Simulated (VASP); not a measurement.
# ZnS (P6_3mc) in VASP: notebook, part 2 of 2

VASP 6.6.1. The steps go on from the part before.

**3. Single point, PBE (strain -0.040 along x and y, -0.040 along z)**

INCAR

```
SYSTEM = ZnS
ALGO     = Normal         ! electronic algorithm
EDIFF    = 1E-6           ! SCF threshold, eV
ENCUT    = 520            ! plane-wave cutoff, eV
GGA      = PE             ! functional
ISIF     = 2              ! what is computed and relaxed
ISMEAR   = 0              ! smearing method
LASPH    = .TRUE.         ! aspherical terms in the spheres
LCHARG   = .FALSE.        ! write CHGCAR
LREAL    = .FALSE.        ! projectors in reciprocal space
LWAVE    = .FALSE.        ! write WAVECAR
NBANDS   = 26             ! bands
NELM     = 100            ! most SCF steps
PREC     = Accurate       ! precision mode
SIGMA    = 0.05           ! smearing width, eV
```

KPOINTS

```
k-points
0
G
  12 12 6
  0 0 0
```

POSCAR

```
ZnS
1.0
    3.6585588303      0.0000000000      0.0000000000
   -1.8292794152      3.1684048883      0.0000000000
    0.0000000000      0.0000000000      5.9846400000
Zn S
2 2
Direct
    0.3333333333      0.6666666667      0.0000000000
    0.6666666667      0.3333333333      0.5000000000
    0.3333333333      0.6666666667      0.3850000000
    0.6666666667      0.3333333333      0.8850000000
```

Potentials or basis: VASP PAW PBE potentials, release 64 (Zn, S).

Started as:

```console
> cat potpaw_PBE.64/Zn/POTCAR potpaw_PBE.64/S/POTCAR > POTCAR
> mpirun -np 1 vasp_std > vasp.out
```

It took 52 s on 1 thread of Intel Xeon 6975P-C (Granite Rapids), shared host; peak memory 0.25 GiB.

It converged, with:

```
Free energy            : -13.1903 eV
Pressure               : 15.2 GPa
Largest force          : 0.494 eV/Å
Band gap on the k mesh : 2.84 eV
```

Forces on the atoms (eV/Å):
```
Zn   0.000  0.000  0.494
Zn   0.000  0.000  0.494
S    0.000  0.000 -0.494
S    0.000  0.000 -0.494
```

Stress tensor (GPa, compression positive):
```
16.62  0.00  0.00
 0.00 16.62  0.00
 0.00  0.00 12.32
```

Levels at points of the mesh, in eV from the valence-band top:
| k point | band 14 | band 15 | band 16 | band 17 | band 18 | band 19 | band 20 | band 21 | band 22 | band 23 |
| --- | --- | --- | --- | --- | --- | --- | --- | --- | --- | --- |
| (0.00, 0.00, 0.00) | -1.03 | -1.03 | -0.03 | 0.00 | 0.00 | 2.84 | 3.21 | 6.17 | 6.17 | 6.51 |
| (0.50, 0.00, 0.00) | -4.74 | -3.77 | -2.72 | -1.94 | -1.18 | 3.47 | 4.56 | 5.06 | 7.04 | 7.91 |
| (0.00, 0.00, 0.50) | -3.07 | -0.54 | -0.54 | -0.54 | -0.54 | 3.85 | 3.85 | 6.64 | 6.64 | 6.64 |
| (0.50, 0.00, 0.50) | -5.49 | -2.01 | -2.01 | -1.84 | -1.84 | 3.60 | 3.60 | 5.03 | 5.03 | 9.15 |

Caveat: the cell differs from its parent crystal (strain -0.040 along x and y, -0.040 along z); the cell stands under pressure. A k mesh can miss the band edges.

**4. Single point, PBE (strain -0.080 along x and y, +0.080 along z)**

INCAR

```
PREC = Accurate ; ENCUT = 520
EDIFF = 1E-7 ; ISMEAR = 0
SIGMA = 0.05 ; LREAL = False
LASPH = True ; NELM = 100
ALGO = Normal ; ISIF = 2
LWAVE = False ; LCHARG = False
GGA = PE ; NBANDS = 26
```

KPOINTS

```
Automatic mesh
0
Gamma
  12 12 6
```

POSCAR

```
ZnS
1.0
    3.5061188790      0.0000000000      0.0000000000
   -1.7530594395      3.0363880179      0.0000000000
    0.0000000000      0.0000000000      6.7327200000
Zn S
2 2
Direct
    0.3333333333      0.6666666667      0.0000000000
    0.6666666667      0.3333333333      0.5000000000
    0.3333333333      0.6666666667      0.3850000000
    0.6666666667      0.3333333333      0.8850000000
```

Started as:

```console
> cat potpaw_PBE.64/Zn/POTCAR potpaw_PBE.64/S/POTCAR > POTCAR
> mpirun -np 1 vasp_std > vasp.out
```

It took 69 s on 1 thread of Intel Xeon 6975P-C (Granite Rapids), shared host; peak memory 0.26 GiB.

The run converged. Its results:

| Item | Value |
| --- | --- |
| Free energy | -12.5915 eV |
| Pressure | 16.5 GPa |
| Largest force | 1.380 eV/Å |
| Band gap on the k mesh | 1.77 eV |

Forces in eV/Å, atoms in the order of the input:
```
Zn   0.000  0.000  1.380
Zn   0.000  0.000  1.380
S    0.000  0.000 -1.380
S    0.000  0.000 -1.380
```

Stress tensor (GPa, compression positive):
```
25.80  0.00  0.00
 0.00 25.80  0.00
 0.00  0.00 -1.96
```

Levels at points of the mesh, in eV from the valence-band top:
| k point | band 16 | band 17 | band 18 | band 19 | band 20 | band 21 |
| --- | --- | --- | --- | --- | --- | --- |
| (0.00, 0.00, 0.00) | -0.55 | 0.00 | 0.00 | 1.77 | 4.19 | 5.51 |
| (0.50, 0.00, 0.00) | -2.32 | -2.10 | -1.47 | 3.45 | 3.95 | 4.51 |
| (0.00, 0.00, 0.50) | -0.28 | -0.28 | -0.28 | 4.26 | 4.26 | 5.83 |
| (0.50, 0.00, 0.50) | -2.42 | -1.92 | -1.92 | 2.92 | 2.92 | 4.77 |

Caveat: the cell differs from its parent crystal (strain -0.080 along x and y, +0.080 along z); the cell stands under pressure; forces of over 1 eV/Å act on the atoms, so gaps and moduli don't describe the material at rest. A k mesh can miss the band edges.

**5. Single point, PBE (strain +0.000 along x and y, -0.080 along z)**

INCAR

```
SYSTEM = ZnS
PREC     = Accurate       ! precision mode
ENCUT    = 520            ! plane-wave cutoff, eV
EDIFF    = 1E-7           ! SCF threshold, eV
ISMEAR   = 0              ! smearing method
SIGMA    = 0.05           ! smearing width, eV
LREAL    = .False.        ! projectors in reciprocal space
LASPH    = .True.         ! aspherical terms in the spheres
NELM     = 60             ! most SCF steps
ALGO     = Normal         ! electronic algorithm
ISIF     = 2              ! what is computed and relaxed
LWAVE    = .False.        ! write WAVECAR
LCHARG   = .False.        ! write CHGCAR
GGA      = PE             ! functional
NBANDS   = 26             ! bands
```

KPOINTS

```
regular mesh
0
Gamma
  12 12 6
  0 0 0
```

POSCAR

```
ZnS
1.0
    3.8109987816      0.0000000000      0.0000000000
   -1.9054993908      3.3004217586      0.0000000000
    0.0000000000      0.0000000000      5.7352800000
Zn S
2 2
Direct
    0.3333333333      0.6666666667      0.0000000000
    0.6666666667      0.3333333333      0.5000000000
    0.3333333333      0.6666666667      0.3850000000
    0.6666666667      0.3333333333      0.8850000000
```

Started as:

```console
> cat potpaw_PBE.64/Zn/POTCAR potpaw_PBE.64/S/POTCAR > POTCAR
> mpirun -np 1 vasp_std > vasp.out
```

Wall time 56 s (1 thread of Intel Xeon 6975P-C (Granite Rapids), shared host); peak memory 0.26 GiB.

It converged, with:

| Quantity | Value |
| --- | --- |
| Free energy | -13.2988 eV |
| Pressure | 10.7 GPa |
| Largest force | 0.498 eV/Å |
| Band gap on the k mesh | 2.37 eV |

Forces in eV/Å, atoms in the order of the input:
```
Zn   0.000  0.000 -0.498
Zn   0.000  0.000 -0.498
S    0.000  0.000  0.498
S    0.000  0.000  0.498
```

Stress tensor (GPa, compression positive):
```
 6.39  0.00  0.00
 0.00  6.39  0.00
 0.00  0.00 19.36
```

Levels at points of the mesh, in eV from the valence-band top:
```
           k point  band 14  band 15  band 16  band 17  band 18  band 19  band 20  band 21  band 22  band 23
(0.00, 0.00, 0.00)    -1.46    -1.46    -0.21    -0.21     0.00     2.37     2.51     5.74     5.74     7.48
(0.50, 0.00, 0.00)    -4.41    -3.75    -2.96    -1.97    -1.12     3.02     4.45     5.38     6.70     8.36
(0.00, 0.00, 0.50)    -2.83    -0.87    -0.87    -0.87    -0.87     3.30     3.30     6.21     6.21     6.21
(0.50, 0.00, 0.50)    -5.35    -2.12    -2.12    -1.58    -1.58     3.57     3.57     5.26     5.26     8.93
```

Caveat: the cell differs from its parent crystal (strain +0.000 along x and y, -0.080 along z); the cell stands under pressure. A k mesh can miss the band edges.

**6. Single point, PBE (strain -0.040 along x and y, +0.000 along z)**

INCAR

```
SYSTEM = ZnS
ALGO = Normal ; EDIFF = 1E-7
ENCUT = 520 ; GGA = PE
ISIF = 2 ; ISMEAR = 0
LASPH = .TRUE. ; LCHARG = .FALSE.
LREAL = .FALSE. ; LWAVE = .FALSE.
NBANDS = 26 ; NELM = 80
PREC = Accurate ; SIGMA = 0.05
```

KPOINTS

```
k-points
0
G
  12 12 6
  0 0 0
```

POSCAR

```
ZnS
1.0
    3.6585588303      0.0000000000      0.0000000000
   -1.8292794152      3.1684048883      0.0000000000
    0.0000000000      0.0000000000      6.2340000000
Zn S
2 2
Direct
    0.3333333333      0.6666666667      0.0000000000
    0.6666666667      0.3333333333      0.5000000000
    0.3333333333      0.6666666667      0.3850000000
    0.6666666667      0.3333333333      0.8850000000
```

Potentials or basis: VASP PAW PBE potentials, release 64 (Zn, S).

Started as:

```console
> cat potpaw_PBE.64/Zn/POTCAR potpaw_PBE.64/S/POTCAR > POTCAR
> mpirun -np 1 vasp_std > vasp.out
```

Wall time 2.8 min (1 thread of Intel Xeon 8259CL, shared host); peak memory 0.26 GiB.

Results (log left out):

* Free energy: -13.3336 eV
* Pressure: 10.9 GPa
* Largest force: 0.739 eV/Å
* Band gap on the k mesh: 2.52 eV

Forces in eV/Å, atoms in the order of the input:
```
Zn   0.000  0.000  0.739
Zn   0.000  0.000  0.739
S    0.000  0.000 -0.739
S    0.000  0.000 -0.739
```

Stress tensor (GPa, compression positive):
```
14.38  0.00  0.00
 0.00 14.38  0.00
 0.00  0.00  4.05
```

Levels at points of the mesh, in eV from the valence-band top:
```csv
k point,band 15,band 16,band 17,band 18,band 19,band 20,band 21,band 22
"(0.00, 0.00, 0.00)",-0.84,-0.20,0.00,0.00,2.52,3.42,6.13,6.36
"(0.50, 0.00, 0.00)",-3.56,-2.47,-1.85,-1.20,3.66,4.32,4.89,7.17
"(0.00, 0.00, 0.50)",-0.44,-0.44,-0.44,-0.44,3.89,3.89,6.77,6.77
"(0.50, 0.00, 0.50)",-1.90,-1.90,-1.88,-1.88,3.49,3.49,4.96,4.96
```

Caveat: the cell differs from its parent crystal (strain -0.040 along x and y, +0.000 along z); the cell stands under pressure. A k mesh can miss the band edges.

**7. The runs side by side**

| cell | gap on the mesh (eV) | pressure (GPa) | largest force (eV/Å) |
| --- | --- | --- | --- |
| a = 3.506, b = 3.506, c = 6.483 Å, angles 90.0, 90.0, 120.0°, 4 atoms | 2.16 | 19.7 | 1.48 |
| a = 3.659, b = 3.659, c = 5.985 Å, angles 90.0, 90.0, 120.0°, 4 atoms | 2.84 | 15.2 | 0.49 |
| a = 3.506, b = 3.506, c = 6.733 Å, angles 90.0, 90.0, 120.0°, 4 atoms | 1.77 | 16.5 | 1.38 |
| a = 3.811, b = 3.811, c = 5.735 Å, angles 90.0, 90.0, 120.0°, 4 atoms | 2.37 | 10.7 | 0.50 |
| a = 3.659, b = 3.659, c = 6.234 Å, angles 90.0, 90.0, 120.0°, 4 atoms | 2.52 | 10.9 | 0.74 |

Alike in all rows: task single point; level PBE; potentials or basis VASP PAW PBE potentials, release 64 (Zn, S); no spin polarisation; k mesh 12 × 12 × 6; cutoff (eV) 520; smearing gaussian 0.05 eV.

Caveats: the cell stands under pressure; forces of over 1 eV/Å act on the atoms, so gaps and moduli don't describe the material at rest (at least some runs).

Total energies depend on the potentials used, so only differences within one code and one set of settings carry meaning.
